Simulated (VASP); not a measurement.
# KTaO3 (P4/mmm) in VASP: further runs, part 3 of 3

VASP 6.6.1. Earlier steps stand in the parts before.

**4. Single point, PBE (volume 13.562 Å^3 an atom, c/a of the conventional cell 1.1282)**

The input, INCAR:

```
PREC     = Accurate       # precision mode
ENCUT    = 520            # plane-wave cutoff, eV
EDIFF    = 1E-7           # SCF threshold, eV
ISMEAR   = 0              # smearing method
SIGMA    = 0.05           # smearing width, eV
LREAL    = F              # projectors in reciprocal space
LASPH    = T              # aspherical terms in the spheres
NELM     = 60             # most SCF steps
ALGO     = Normal         # electronic algorithm
ISIF     = 2              # what is computed and relaxed
LWAVE    = F              # write WAVECAR
LCHARG   = T              # write CHGCAR
GGA      = PE             # functional
LELF     = T              # ELF
LVHAR    = T            
NBANDS   = 27             # bands
```

The input, KPOINTS:

```
Automatic mesh
0
Gamma
  8 8 8
```

The input, POSCAR:

```
KTaO3
1.0
    3.9171411064      0.0000000000      0.0000000000
    0.0000000000      3.9171411064      0.0000000000
    0.0000000000      0.0000000000      4.4193185962
K Ta O
1 1 3
Direct
    0.5000000000      0.5000000000      0.5000000000
    0.0000000000      0.0000000000      0.0000000000
    0.5000000000      0.0000000000      0.0000000000
    0.0000000000      0.5000000000      0.0000000000
    0.0000000000      0.0000000000      0.5000000000
```

Potentials or basis: VASP PAW PBE potentials, release 64 (K_sv, Ta_pv, O).

Launch:

```bash
$ cat potpaw_PBE.64/K_sv/POTCAR potpaw_PBE.64/Ta_pv/POTCAR potpaw_PBE.64/O/POTCAR > POTCAR
$ mpirun -np 1 vasp_std > vasp.out
```

OUTCAR:

```text
PREC = Accurate
   ENCUT = 520
   EDIFF = 1E-7
   ISMEAR = 0
   LREAL = F
   LASPH = T
   NELM = 60
   ISIF = 2
   GGA = PE

 ion  position               nearest neighbor table
   1  0.500  0.500  0.500-   5 2.77   5 2.77   5 2.77   5 2.77   2 3.54   2 3.54   2 3.54   2 3.54
                             2 3.54   2 3.54   2 3.54   2 3.54
   2  0.000  0.000  0.000-   3 1.96   4 1.96   4 1.96   3 1.96   5 2.21   5 2.21   1 3.54   1 3.54
                             1 3.54   1 3.54   1 3.54   1 3.54   1 3.54   1 3.54
   3  0.500  0.000  0.000-   2 1.96   2 1.96
   4  0.000  0.500  0.000-   2 1.96   2 1.96
   5  0.000  0.000  0.500-   2 2.21   2 2.21   1 2.77   1 2.77   1 2.77   1 2.77

  LATTYP: Found a simple tetragonal cell.
 ALAT       =     3.9171411064
 C/A-ratio  =     1.1282000000

  Lattice vectors:

 A1 = (   3.9171411064,   0.0000000000,   0.0000000000)
 A2 = (   0.0000000000,   3.9171411064,   0.0000000000)
 A3 = (   0.0000000000,   0.0000000000,   4.4193185962)

Analysis of symmetry for initial positions (statically):
=====================================================================
 Subroutine PRICEL returns:
 Original cell was already a primitive cell.

 Routine SETGRP: Setting up the symmetry group for a
 simple tetragonal supercell.

 Subroutine GETGRP returns: Found 16 space group operations
 (whereof 16 operations were pure point group operations)
 out of a pool of 16 trial point group operations.

The static configuration has the point symmetry D_4h.

Analysis of symmetry for dynamics (positions and initial velocities):
=====================================================================
 Subroutine PRICEL returns:
 Original cell was already a primitive cell.

 Routine SETGRP: Setting up the symmetry group for a
 simple tetragonal supercell.

 Subroutine GETGRP returns: Found 16 space group operations
 (whereof 16 operations were pure point group operations)
 out of a pool of 16 trial point group operations.
[... 122 lines left out ...]
   ISMEAR =     0;   SIGMA  =   0.05  broadening in eV -4-tet -1-fermi 0-gaus
   EFERMI_NEDOS =   21; number of points for ismear=-14 and -15
   IALGO  =     38    algorithm
   IMIX   =      4    mixing-type and parameters
     AMIX     =   0.40;   BMIX     =  1.00
     AMIX_MAG =   1.60;   BMIX_MAG =  1.00
  volume/ion in A,a.u.               =      13.56        91.52
  Fermi-wavevector in a.u.,A,eV,Ry     =   1.349703  2.550568 24.785697  1.821697
  Thomas-Fermi vector in A             =   2.477268
   LORBIT       =      0    0 simple, 1 ext, 2 COOP (PROOUT), +10 PAW based schemes
   GGA     = PE    functional components
   LHFCALC =     F    Hartree Fock is set to
   AEXX    =    0.0000 exact exchange contribution
   IVDW    =     0    specifies the selected vdW correction
   LEPSILON=     F    determine dielectric tensor
   LRPA    =     F    only Hartree local field effects (RPA)
 non-spin polarized calculation
 Gauss-broadening in eV      SIGMA  =   0.05
  energy-cutoff  :      520.00
  volume of cell :       67.81
 maximum number of plane-waves:      1852
 NGX is ok and might be reduce to    30
   NGX = 15   NGY = 15   NGZ = 17

 number of electron      38.0000003 magnetization

 Free energy of the ion-electron system (eV)
  ---------------------------------------------------
  ext. energy  EPLUGINS =         0.00000000
  ---------------------------------------------------
  free energy    TOTEN  =       -40.48113040 eV

  energy without entropy =      -40.48113040  energy(sigma->0) =      -40.48113040

 E-fermi :   1.8436     XC(G=0): -10.5234

 val. band max:        1.4917819886   @ k =   0.5000   0.5000   0.5000
 cond. band min:       3.3274268542   @ k =   0.0000   0.0000   0.0000
 fundamental gap:      1.8356448656
 Fermi energy:         1.8435549900

 k-point     1 :       0.0000    0.0000    0.0000
  band No.  band energies     occupation
      1     -33.1035      2.00000
      2     -33.1035      2.00000
      3     -33.0263      2.00000
      4     -25.9649      2.00000
      5     -16.4359      2.00000
      6     -15.8944      2.00000
[... 709 lines left out ...]
     26      11.3316      0.00000
     27      11.8703      0.00000

 [... further k-points ...]
[... 5 lines left out ...]
  --------------------------------------------------------------------------------------
  -------------------------------------------------------------------------------------
  Total        3.5493586      3.5493586     -9.3570712      0.0000000     -0.0000000      0.0000000
  in kB       83.8622900     83.8622900   -221.0837233      0.0000000     -0.0000000      0.0000000
  external PRESSURE =     -17.7863811 kB  Pullay stress =       0.0000000 kB

 VOLUME and BASIS-vectors are now :
 -----------------------------------------------------------------------------
  energy-cutoff  :      520.00
  volume of cell :       67.81
      direct lattice vectors                 reciprocal lattice vectors
     3.917141106  0.000000000  0.000000000     0.255288225  0.000000000  0.000000000
     0.000000000  3.917141106  0.000000000     0.000000000  0.255288225  0.000000000
     0.000000000  0.000000000  4.419318596     0.000000000  0.000000000  0.226279228

 POSITION                                       TOTAL-FORCE (eV/Angst)
 -----------------------------------------------------------------------------------
      1.95857      1.95857      2.20966         0.000000      0.000000      0.000000
      0.00000      0.00000      0.00000         0.000000      0.000000      0.000000
      1.95857      0.00000      0.00000         0.000000      0.000000      0.000000
      0.00000      1.95857      0.00000         0.000000      0.000000      0.000000
      0.00000      0.00000      2.20966         0.000000      0.000000      0.000000
 -----------------------------------------------------------------------------------
    total drift:                                0.000000     -0.000000      0.000000

  FREE ENERGIE OF THE ION-ELECTRON SYSTEM (eV)
  ---------------------------------------------------
  free  energy   TOTEN  =       -40.4811304011 eV

  energy  without entropy=      -40.4811304011  energy(sigma->0) =      -40.48113040
```

OSZICAR:

```text
N       E                     dE             d eps       ncg     rms          rms(c)
DAV:   1     0.321235159482E+03    0.32124E+03   -0.20673E+04  4050   0.140E+03
DAV:   2    -0.299136307412E+02   -0.35115E+03   -0.34119E+03  4827   0.401E+02
DAV:   3    -0.487816236929E+02   -0.18868E+02   -0.18783E+02  5859   0.903E+01
DAV:   4    -0.494118157478E+02   -0.63019E+00   -0.62930E+00  6556   0.105E+01
DAV:   5    -0.494155124225E+02   -0.36967E-02   -0.36963E-02  5435   0.808E-01    0.319E+01
DAV:   6    -0.408117233280E+02    0.86038E+01   -0.37993E+01  4856   0.393E+01    0.122E+01
DAV:   7    -0.405707506324E+02    0.24097E+00   -0.24241E+00  5020   0.914E+00    0.871E+00
DAV:   8    -0.405107760800E+02    0.59975E-01   -0.61685E-01  5006   0.567E+00    0.203E+00
DAV:   9    -0.404836001953E+02    0.27176E-01   -0.99250E-02  5057   0.170E+00    0.587E-01
DAV:  10    -0.404808974474E+02    0.27027E-02   -0.94556E-03  5378   0.622E-01    0.220E-01
DAV:  11    -0.404810945887E+02   -0.19714E-03   -0.17046E-03  5733   0.276E-01    0.577E-02
DAV:  12    -0.404811209306E+02   -0.26342E-04   -0.19225E-04  5281   0.837E-02    0.317E-02
DAV:  13    -0.404811299026E+02   -0.89719E-05   -0.28931E-05  4997   0.347E-02    0.900E-03
DAV:  14    -0.404811306620E+02   -0.75941E-06   -0.56055E-06  5135   0.175E-02    0.544E-03
DAV:  15    -0.404811304704E+02    0.19154E-06   -0.80940E-07  5048   0.577E-03    0.168E-03
DAV:  16    -0.404811304011E+02    0.69340E-07   -0.10506E-07  3489   0.216E-03
   1 F= -.40481130E+02 E0= -.40481130E+02  d E =-.351657E-25
```

stdout:

```text
POSCAR found type information on POSCAR K TaO
 POSCAR found :  3 types and       5 ions
 scaLAPACK will be used
 LDA part: xc-table for (Slater+PW92), standard interpolation
 POSCAR, INCAR and KPOINTS ok, starting setup
 FFT: planning ... GRIDC
 FFT: planning ... GRID_SOFT
 FFT: planning ... GRID
 WAVECAR not read
 entering main loop
```

It took 78 s on 1 thread of Intel Xeon 6975P-C (Granite Rapids), shared host; peak memory 0.26 GiB.

Results:

```yaml
Free_energy: -40.4811 eV
Pressure: -1.8 GPa
Band_gap_on_the_k_mesh: 1.84 eV, indirect (least direct gap 2.20 eV)
```

Levels at points of the mesh, in eV from the valence-band top:
```csv
k point,band 17,band 18,band 19,band 20,band 21,band 22
"(0.00, 0.00, 0.00)",-0.75,-0.36,-0.36,1.84,1.84,1.97
"(0.50, 0.00, 0.00)",-1.16,-0.94,-0.62,2.01,4.76,4.93
"(0.50, 0.50, 0.00)",-0.73,-0.73,-0.30,4.97,4.97,5.05
"(0.00, 0.00, 0.50)",-1.39,-1.16,-1.16,2.03,3.62,3.62
"(0.50, 0.00, 0.50)",-1.93,-1.70,-0.16,3.67,4.95,5.52
"(0.50, 0.50, 0.50)",-0.28,0.00,0.00,5.63,5.63,6.46
```

Caveat: spin-orbit coupling is left out, which moves the levels of the heavy elements. A k mesh can miss the band edges.

**5. The runs side by side**

| cell | gap on the mesh (eV) | pressure (GPa) |
| --- | --- | --- |
| a = 4.190, b = 4.190, c = 3.714 Å, 5 atoms | 1.88 | 6.1 |
| a = 4.245, b = 4.245, c = 3.763 Å, 5 atoms | 1.79 | -1.3 |
| a = 3.917, b = 3.917, c = 4.419 Å, 5 atoms | 1.84 | -1.8 |

Alike in all rows: task single point; level PBE; potentials or basis VASP PAW PBE potentials, release 64 (K_sv, Ta_pv, O); no spin polarisation; k mesh 8 × 8 × 8; cutoff (eV) 520; smearing gaussian 0.05 eV.

Caveats: spin-orbit coupling is left out, which moves the levels of the heavy elements.

Total energies depend on the potentials used, so only differences within one code and one set of settings carry meaning.
